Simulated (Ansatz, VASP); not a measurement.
One calculation of Ag, two programs

INCAR

```
PREC     = Accurate       # precision mode
ENCUT    = 520            # plane-wave cutoff, eV
EDIFF    = 1E-7           # SCF threshold, eV
ISMEAR   = -1             # smearing method
SIGMA    = 0.05           # smearing width, eV
LREAL    = False          # projectors in reciprocal space
LASPH    = True           # aspherical terms in the spheres
NELM     = 80             # most SCF steps
ALGO     = Normal         # electronic algorithm
ISIF     = 2              # what is computed and relaxed
LWAVE    = False          # write WAVECAR
LCHARG   = False          # write CHGCAR
GGA      = CA             # functional
NBANDS   = 18             # bands
```

Contents of KPOINTS:

```
regular mesh
0
Gamma
  14 14 8
```

Contents of POSCAR:

```
Ag
1.0
    2.9299980804      0.0000000000      0.0000000000
   -1.4649990402      2.5374527707      0.0000000000
    0.0000000000      0.0000000000      4.8379000000
Ag
2
Direct
    0.3333333333      0.6666666667      0.2500000000
    0.6666666667      0.3333333333      0.7500000000
```

Input for Ansatz:

```yaml
crystal:
  lattice:
    - [2.9299980804, 0.0, 0.0]
    - [-1.4649990402, 2.5374527707, 0.0]
    - [0.0, 0.0, 4.8379]
  atoms:
    - { symbol: Ag, position: [0.3333333333, 0.6666666667, 0.25] }
    - { symbol: Ag, position: [0.6666666667, 0.3333333333, 0.75] }
kpoints:
  mp_grid: { grid: [14, 14, 8] }
  band_path:
    path:
      - [0.0, 0.0, 0.0]
      - [0.5, 0.0, 0.0]
      - [0.3333333333, 0.3333333333, 0.0]
      - [0.0, 0.0, 0.0]
      - [0.0, 0.0, 0.5]
      - [0.5, 0.0, 0.5]
      - [0.3333333333, 0.3333333333, 0.5]
      - [0.0, 0.0, 0.5]
      - [0.5, 0.0, 0.5]
    npoints: 5
scf:
  occupations: { method: fermi_dirac, width: 0.05 }
hamiltonian:
  xc: lda
  pseudopotentials: { kind: all_electron, lapw: { basis_error: 0.00025 } }
output:
  forces: true
  stress: true
  eigenvalues: true
```

Change from the starting cell: zz strain of +1 %.

Alike in both runs: task single point; functional LDA; k mesh 14 × 14 × 8; occupations fermi-dirac, width 0.05 eV; no spin polarisation.

|  | VASP | Ansatz |
| --- | --- | --- |
| version | VASP 6.6.1 | Ansatz 0.2.0 |
| potentials or method | VASP PAW LDA potentials, release 64 (Ag), cutoff 520 eV | all-electron LAPW, scalar-relativistic |

```tsv
	VASP	Ansatz	Ansatz less VASP
pressure (GPa)	-11.1	-11.3	-0.15
traceless stress, the component that is largest in VASP (GPa)	-0.69	-0.68	+0.012
```

LDA's correlation is that of Perdew and Zunger in VASP and of Perdew and Wang (1992) in Ansatz. Ansatz ran all-electron here, and VASP with PAW potentials.
